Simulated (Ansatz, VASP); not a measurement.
## Ga3Sb in VASP and in Ansatz

```
Ga Sb
1.0
    -2.12931    2.12931    4.54529
     2.12931   -2.12931    4.54529
     2.12931    2.12931   -4.54529
Ga Sb
3 1
Direct
  0.75000 0.25000 0.50000
  0.25000 0.75000 0.50000
  0.50000 0.50000 0.00000
  0.00000 0.00000 0.00000
```

Alike in both runs: functional PBEsol; k mesh 14 × 14 × 14; occupations gaussian, width 0.1 eV; no spin polarisation.

Ansatz relaxed the structure, and its values are those at the end. VASP's run is a single point on that final structure, the one shown.

|  | VASP | Ansatz |
| --- | --- | --- |
| version | VASP 6.6.1 | Ansatz 0.2.0 |
| potentials or method | VASP PAW PBE potentials, release 64 (Ga_d, Sb), cutoff 520 eV | scalar-relativistic, plane waves, PAW |
| valence electrons in the cell | 44 | 54 |

Ansatz gave:

```
gap on the k mesh at the Fermi level (eV) : none
pressure (GPa)                            : 0.0
```

Which values does VASP return?

gap on the k mesh at the Fermi level (eV): none; pressure (GPa): 0.1.

VASP's potentials were made for PBE, not for PBEsol. A gap of «none» marks a metal or a gap that the smearing closes. The functional is the same, so the differences come from potentials, cutoffs and numerics. VASP's potentials hold 44 valence electrons a cell and Ansatz's 54, so a difference there can come from the potentials and not from the codes.

Neither program's run includes spin-orbit coupling.
